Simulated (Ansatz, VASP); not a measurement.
# K: VASP beside Ansatz

INCAR

```
SYSTEM = K
ALGO = Normal
EDIFF = 1E-6
ENCUT = 520
ISIF = 2
ISMEAR = -1
LASPH = .True.
LCHARG = .False.
LREAL = .False.
LWAVE = .False.
NBANDS = 10
NELM = 80
PREC = Accurate
SIGMA = 0.05
```

File KPOINTS:

```
k-points
0
Gamma
  12 12 12
  0 0 0
```

Contents of POSCAR:

```
K
1.0
   -2.2973447619      2.2973447619      2.2973447619
    2.2973447619     -2.2973447619      2.2973447619
    2.2973447619      2.2973447619     -2.2973447619
K
1
Direct
    0.0000000000      0.0000000000      0.0000000000
```

Input for Ansatz:

```yaml
crystal:
  lattice:
    - [-2.2973447619, 2.2973447619, 2.2973447619]
    - [2.2973447619, -2.2973447619, 2.2973447619]
    - [2.2973447619, 2.2973447619, -2.2973447619]
  atoms:
    - { symbol: K, position: [0.0, 0.0, 0.0] }
kpoints:
  mp_grid: { grid: [12, 12, 12] }
scf:
  occupations: { method: fermi_dirac, width: 0.05 }
  mixing: { algorithm: broyden, beta: 0.1, ndim: 16 }
hamiltonian:
  xc: lda
  pseudopotentials: { kind: paw }
output:
  forces: true
  stress: true
  eigenvalues: true
  populations: true
```

Alike in both runs: task single point; functional LDA; k mesh 12 × 12 × 12; occupations fermi-dirac, width 0.05 eV; no spin polarisation.

|  | VASP | Ansatz |
| --- | --- | --- |
| version | VASP 6.6.1 | Ansatz 0.2.0 |
| potentials or method | VASP PAW LDA potentials, release 64 (K_sv) | PAW with Ansatz's default frozen-core files, scalar-relativistic |
| plane-wave cutoff (eV) | 520 | 420 |
| valence electrons in the cell | 9 | 9 |

|  | VASP | Ansatz | Ansatz less VASP |
| --- | --- | --- | --- |
| gap on the k mesh at the Fermi level (eV) | none | none | - |
| pressure (GPa) | 2.1 | 2.1 | +0.01 |

LDA's correlation is that of Perdew and Zunger in VASP and of Perdew and Wang (1992) in Ansatz. A gap of «none» marks a metal or a gap that the smearing closes.
